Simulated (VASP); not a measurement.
# HfSi2 in VASP: single point with PBE

Aim: the single point of HfSi2 with PBE.

Everything below comes from runs of VASP 6.6.1. Logs are shortened: lines on timing, memory, paths and dates and some standing lists are left out, and cuts for length are marked.

## (1) The cell of the first run

The cell holds a slab with vacuum, 12 atoms: a = 3.660 Å, b = 3.683 Å, c = 28.008 Å, α = 90.00°, β = 90.00°, γ = 90.00°.

## (2) Single point, PBE

File INCAR:

```
SYSTEM = HfSi2
PREC     = Accurate       ! precision mode
ENCUT    = 400            ! plane-wave cutoff, eV
EDIFF    = 1E-6           ! SCF threshold, eV
ISMEAR   = 0              ! smearing method
SIGMA    = 0.1            ! smearing width, eV
LREAL    = .FALSE.        ! projectors in reciprocal space
LASPH    = .TRUE.         ! aspherical terms in the spheres
NELM     = 120            ! most SCF steps
ALGO     = Normal         ! electronic algorithm
ISIF     = 2              ! what is computed and relaxed
LWAVE    = .FALSE.        ! write WAVECAR
LCHARG   = .TRUE.         ! write CHGCAR
LDIPOL   = .TRUE.       
IDIPOL   = 3            
DIPOL    = 0.5 0.5 0.500
GGA      = PE             ! functional
LELF     = .TRUE.         ! ELF
LVHAR    = .TRUE.       
LVACPOTAV= .TRUE.       
NBANDS   = 48             ! bands
GGA_COMPAT= .FALSE.      
NELMDL   = -8
```

File KPOINTS:

```
Automatic mesh
0
G
  10 10 1
  0 0 0
```

File POSCAR:

```
HfSi2
1.0
    3.6597919922      0.0000000000      0.0000000000
    0.0000000000      3.6825349252      0.0000000000
    0.0000000000      0.0000000000     28.0079004132
Si Hf
8 4
Direct
    0.7500000000      0.0000000000      0.2677815862
    0.2500000000      0.0000000000      0.3696042041
    0.7500000000      0.5000000000      0.3698978676
    0.2500000000      0.5000000000      0.4717204855
    0.7500000000      0.5000000000      0.5282795145
    0.2500000000      0.5000000000      0.6301021324
    0.7500000000      0.0000000000      0.6303957959
    0.2500000000      0.0000000000      0.7322184138
    0.2500000000      0.5000000000      0.2944477347
    0.7500000000      0.0000000000      0.4450543370
    0.2500000000      0.0000000000      0.5549456630
    0.7500000000      0.5000000000      0.7055522653
```

Potentials or basis: VASP PAW PBE potentials, release 64 (Si, Hf_pv).

Run with:

```bash
$ cat potpaw_PBE.64/Si/POTCAR potpaw_PBE.64/Hf_pv/POTCAR > POTCAR
$ mpirun -np 1 vasp_std > vasp.out
```

OUTCAR:

```text
SYSTEM = HfSi2
   PREC = Accurate
   ENCUT = 400
   EDIFF = 1E-6
   ISMEAR = 0
   LREAL = .FALSE.
   LASPH = .TRUE.
   NELM = 120
   ISIF = 2
   GGA = PE
   NELMDL = -8

 ion  position               nearest neighbor table
   1  0.750  0.000  0.268-   9 2.70   9 2.70   9 2.70   9 2.70
   2  0.250  0.000  0.370-   3 2.60   3 2.60   3 2.60   3 2.60  10 2.80  10 2.80   9 2.80   9 2.80

   3  0.750  0.500  0.370-   2 2.60   2 2.60   2 2.60   2 2.60   9 2.80   9 2.80  10 2.80  10 2.80

   4  0.250  0.500  0.472-   5 2.42   5 2.42  10 2.70  10 2.70  10 2.70  10 2.70  11 2.97  11 2.97

   5  0.750  0.500  0.528-   4 2.42   4 2.42  11 2.70  11 2.70  11 2.70  11 2.70  10 2.97  10 2.97

   6  0.250  0.500  0.630-   7 2.60   7 2.60   7 2.60   7 2.60  12 2.80  12 2.80  11 2.80  11 2.80

   7  0.750  0.000  0.630-   6 2.60   6 2.60   6 2.60   6 2.60  11 2.80  11 2.80  12 2.80  12 2.80

   8  0.250  0.000  0.732-  12 2.70  12 2.70  12 2.70  12 2.70
   9  0.250  0.500  0.294-   1 2.70   1 2.70   1 2.70   1 2.70   3 2.80   3 2.80   2 2.80   2 2.80

  10  0.750  0.000  0.445-   4 2.70   4 2.70   4 2.70   4 2.70   2 2.80   2 2.80   3 2.80   3 2.80
                             5 2.97   5 2.97  11 3.58  11 3.58
  11  0.250  0.000  0.555-   5 2.70   5 2.70   5 2.70   5 2.70   7 2.80   7 2.80   6 2.80   6 2.80
                             4 2.97   4 2.97  10 3.58  10 3.58
  12  0.750  0.500  0.706-   8 2.70   8 2.70   8 2.70   8 2.70   6 2.80   6 2.80   7 2.80   7 2.80

  LATTYP: Found a simple orthorhombic cell.
 ALAT       =     3.6597919922
 B/A-ratio  =     1.0062142693
 C/A-ratio  =     7.6528667402

  Lattice vectors:

 A1 = (   3.6597919922,   0.0000000000,   0.0000000000)
 A2 = (   0.0000000000,   3.6825349252,   0.0000000000)
 A3 = (   0.0000000000,   0.0000000000,  28.0079004132)

Analysis of symmetry for initial positions (statically):
=====================================================================
 Subroutine PRICEL returns:
 Original cell was already a primitive cell.

 Routine SETGRP: Setting up the symmetry group for a
 simple orthorhombic supercell.

 Subroutine GETGRP returns: Found  8 space group operations
 (whereof  4 operations were pure point group operations)
 out of a pool of  8 trial point group operations.

The static configuration has the point symmetry C_2h.
 The point group associated with its full space group is D_2h.

Analysis of symmetry for dynamics (positions and initial velocities):
=====================================================================
 Subroutine PRICEL returns:
 Original cell was already a primitive cell.

 Routine SETGRP: Setting up the symmetry group for a
 simple orthorhombic supercell.

 Subroutine GETGRP returns: Found  8 space group operations
 (whereof  4 operations were pure point group operations)
 out of a pool of  8 trial point group operations.

The dynamic configuration has the point symmetry C_2h.
 The point group associated with its full space group is D_2h.

 Subroutine INISYM returns: Found  8 space group operations
 (whereof  4 operations are pure point group operations),
 and found     1 'primitive' translations

----------------------------------------------------------------------------------------

                                     Primitive cell

  volume of cell :     377.4712

  direct lattice vectors                    reciprocal lattice vectors
     3.659791992  0.000000000  0.000000000     0.273239573  0.000000000  0.000000000
     0.000000000  3.682534925  0.000000000     0.000000000  0.271552075  0.000000000
     0.000000000  0.000000000 28.007900413     0.000000000  0.000000000  0.035704211

  length of vectors
     3.659791992  3.682534925 28.007900413     0.273239573  0.271552075  0.035704211

  position of ions in fractional coordinates (direct lattice)
     0.750000000  0.000000000  0.267781586
     0.250000000  0.000000000  0.369604204
     0.750000000  0.500000000  0.369897868
     0.250000000  0.500000000  0.471720486
     0.750000000  0.500000000  0.528279514
     0.250000000  0.500000000  0.630102132
     0.750000000  0.000000000  0.630395796
     0.250000000  0.000000000  0.732218414
     0.250000000  0.500000000  0.294447735
     0.750000000  0.000000000  0.445054337
     0.250000000  0.000000000  0.554945663
     0.750000000  0.500000000  0.705552265

  ion indices of the primitive-cell ions
   primitive index   ion index
                 1           1
                 2           2
                 3           3
                 4           4
                 5           5
                 6           6
                 7           7
                 8           8
                 9           9
                10          10
                11          11
                12          12

----------------------------------------------------------------------------------------

 KPOINTS: Automatic mesh

Automatic generation of k-mesh.
 Grid dimensions read from file:
 generate k-points for:   10   10    1

 Generating k-lattice:

  Cartesian coordinates                     Fractional coordinates (reciprocal lattice)
     0.027323957  0.000000000  0.000000000     0.100000000  0.000000000  0.000000000
     0.000000000  0.027155207  0.000000000     0.000000000  0.100000000  0.000000000
     0.000000000  0.000000000  0.035704211     0.000000000  0.000000000  1.000000000

  Length of vectors
     0.027323957  0.027155207  0.035704211

  Shift w.r.t. Gamma in fractional coordinates (k-lattice)
     0.000000000  0.000000000  0.000000000

 Subroutine IBZKPT returns following result:
 ===========================================

 Found     36 irreducible k-points:

 Following reciprocal coordinates:
            Coordinates               Weight
  0.000000  0.000000  0.000000      1.000000
  0.100000  0.000000  0.000000      2.000000
  0.200000  0.000000  0.000000      2.000000
  0.300000  0.000000  0.000000      2.000000
  0.400000  0.000000  0.000000      2.000000
  0.500000  0.000000  0.000000      1.000000
[... 16 lines left out ...]
  0.400000  0.300000  0.000000      4.000000
  0.500000  0.300000  0.000000      2.000000
 [... further k-points ...]
   k-points           NKPTS =     36   k-points in BZ     NKDIM =     36   number of bands    NBANDS=     48
   number of dos      NEDOS =    301   number of ions     NIONS =     12
   total plane-waves  NPLWV = 110592
   dimension x,y,z NGX =    24 NGY =   24 NGZ =  192
   dimension x,y,z NGXF=    48 NGYF=   48 NGZF=  384
   ions per type =               8   4
   NGX,Y,Z   is equivalent  to a cutoff of  10.90, 10.83, 11.40 a.u.
   NGXF,Y,Z  is equivalent  to a cutoff of  21.80, 21.67, 22.79 a.u.
 SYSTEM =  HfSi2
   PREC   = accura    normal or accurate (medium, high low for compatibility)
   ISTART =      0    job   : 0-new  1-cont  2-samecut
   ICHARG =      2    charge: 1-file 2-atom 10-const
   ISPIN  =      1    spin polarized calculation?
   LNONCOLLINEAR =      F non collinear calculations
   LSORBIT =      F    spin-orbit coupling
   LASPH  =      T    aspherical Exc in radial PAW
   ENCUT  =  400.0 eV  29.40 Ry    5.42 a.u.   5.97  6.01 45.67*2*pi/ulx,y,z
   NELM   =    120;   NELMIN=  2; NELMDL= -8     # of ELM steps
   EDIFF  = 0.1E-05   stopping-criterion for ELM
   LREAL  =      F    real-space projection
   EDIFFG = 0.1E-04   stopping-criterion for IOM
   NSW    =      0    number of steps for IOM
   IBRION =     -1    ionic relax: 0-MD 1-quasi-New 2-CG
   NFREE  =      0    steps in history (QN), initial steepest desc. (CG)
   ISIF   =      2    stress and relaxation
   ISYM   =      2    0-nonsym 1-usesym 2-fastsym
   POTIM  = 0.5000    time-step for ionic-motion
   TEBEG  =    0.0;   TEEND  =   0.0 temperature during run
   PSTRESS=    0.0 pullay stress
   NELECT =      72.0000    total number of electrons
   NUPDOWN=      -1.0000    fix difference up-down
   EMIN   =  10.00;   EMAX   =-10.00  energy-range for DOS
   EFERMI =   0.00;   METHOD = LEGACY
   ISMEAR =     0;   SIGMA  =   0.10  broadening in eV -4-tet -1-fermi 0-gaus
   EFERMI_NEDOS =   21; number of points for ismear=-14 and -15
   IALGO  =     38    algorithm
   IMIX   =      4    mixing-type and parameters
     AMIX     =   0.40;   BMIX     =  1.00
     AMIX_MAG =   1.60;   BMIX_MAG =  1.00
  volume/ion in A,a.u.               =      31.46       212.28
  Fermi-wavevector in a.u.,A,eV,Ry     =   0.942376  1.780833 12.082970  0.888073
  Thomas-Fermi vector in A             =   2.069980
   LORBIT       =      0    0 simple, 1 ext, 2 COOP (PROOUT), +10 PAW based schemes
   GGA     = PE    functional components
   LHFCALC =     F    Hartree Fock is set to
   AEXX    =    0.0000 exact exchange contribution
   IVDW    =     0    specifies the selected vdW correction
   LEPSILON=     F    determine dielectric tensor
   LRPA    =     F    only Hartree local field effects (RPA)
 non-spin polarized calculation
 Gauss-broadening in eV      SIGMA  =   0.10
  energy-cutoff  :      400.00
  volume of cell :      377.47
 maximum number of plane-waves:      6928
 NGX is ok and might be reduce to    24
   NGX = 11   NGY = 13   NGZ = 91

 dipolmoment           0.000000      0.000000     -0.000000 electrons x Angstroem

 number of electron      72.0000027 magnetization

 dipolmoment           0.000000      0.000000      0.000000 electrons x Angstroem

 Free energy of the ion-electron system (eV)
  ---------------------------------------------------
  ext. energy  EPLUGINS =         0.00000000
  ---------------------------------------------------
  free energy    TOTEN  =       -86.92866891 eV

  energy without entropy =      -86.90896368  energy(sigma->0) =      -86.91881630

 E-fermi :   2.1721     XC(G=0):  -6.6578

 val. band max:        2.1522232704   @ k =   0.3000   0.3000   0.0000
 cond. band min:       2.1744435626   @ k =   0.2000   0.1000   0.0000
 fundamental gap:      0.0222202922
 Fermi energy:         2.1721225818

 k-point     1 :       0.0000    0.0000    0.0000
  band No.  band energies     occupation
      1     -28.5208      2.00000
      2     -28.4334      2.00000
      3     -28.4172      2.00000
      4     -28.4143      2.00000
      5     -28.3932      2.00000
      6     -28.3655      2.00000
[... 1213 lines left out ...]
     47       5.8463      0.00000
     48       5.8463      0.00000

 [... further k-points ...]
[... 5 lines left out ...]
  --------------------------------------------------------------------------------------
  -------------------------------------------------------------------------------------
  Total       -3.3985441     -3.2729700     -1.6331134      0.0000000      0.0000000      0.0000000
  in kB      -14.4251275    -13.8921281     -6.9317533      0.0000000      0.0000000      0.0000000
  external PRESSURE =     -11.7496697 kB  Pullay stress =       0.0000000 kB

 VOLUME and BASIS-vectors are now :
 -----------------------------------------------------------------------------
  energy-cutoff  :      400.00
  volume of cell :      377.47
      direct lattice vectors                 reciprocal lattice vectors
     3.659791992  0.000000000  0.000000000     0.273239573  0.000000000  0.000000000
     0.000000000  3.682534925  0.000000000     0.000000000  0.271552075  0.000000000
     0.000000000  0.000000000 28.007900413     0.000000000  0.000000000  0.035704211

 POSITION                                       TOTAL-FORCE (eV/Angst)
 -----------------------------------------------------------------------------------
      2.74484      0.00000      7.50000         0.000000      0.000000      0.540558
      0.91495      0.00000     10.35184         0.000000      0.000000     -0.156364
      2.74484      1.84127     10.36006         0.000000      0.000000     -0.148019
      0.91495      1.84127     13.21190         0.000000      0.000000     -0.075559
      2.74484      1.84127     14.79600         0.000000     -0.000000      0.075559
      0.91495      1.84127     17.64784         0.000000     -0.000000      0.148019
      2.74484      0.00000     17.65606         0.000000      0.000000      0.156364
      0.91495      0.00000     20.50790         0.000000      0.000000     -0.540558
      0.91495      1.84127      8.24686        -0.000000      0.000000     -0.329615
      2.74484      0.00000     12.46504         0.000000      0.000000      0.211289
      0.91495      0.00000     15.54286         0.000000      0.000000     -0.211289
      2.74484      1.84127     19.76104         0.000000      0.000000      0.329615
 -----------------------------------------------------------------------------------
    total drift:                                0.000000      0.000000     -0.000000

  FREE ENERGIE OF THE ION-ELECTRON SYSTEM (eV)
  ---------------------------------------------------
  free  energy   TOTEN  =       -86.9286689131 eV

  energy  without entropy=      -86.9089636806  energy(sigma->0) =      -86.91881630

 vacuum level on the upper side and lower side of the slab         6.497         6.497
```

It took 17 min on 1 thread of Intel Xeon Platinum 8259CL at 2.50GHz (Skylake/Cascade Lake), shared host; peak memory 0.53 GiB.

What came out:

```
Free energy            : -86.9287 eV
Largest force          : 0.541 eV/Å
Band gap on the k mesh : zero (bands 36 and 37 overlap by 0.91 eV)
```

Forces in eV/Å, atoms in the order of the input:
```
Si   0.000  0.000  0.541
Si   0.000  0.000 -0.156
Si   0.000  0.000 -0.148
Si   0.000  0.000 -0.076
Si   0.000  0.000  0.076
Si   0.000  0.000  0.148
Si   0.000  0.000  0.156
Si   0.000  0.000 -0.541
Hf   0.000  0.000 -0.330
Hf   0.000  0.000  0.211
Hf   0.000  0.000 -0.211
Hf   0.000  0.000  0.330
```

Caveat: spin-orbit coupling is left out, which moves the levels of the heavy elements.
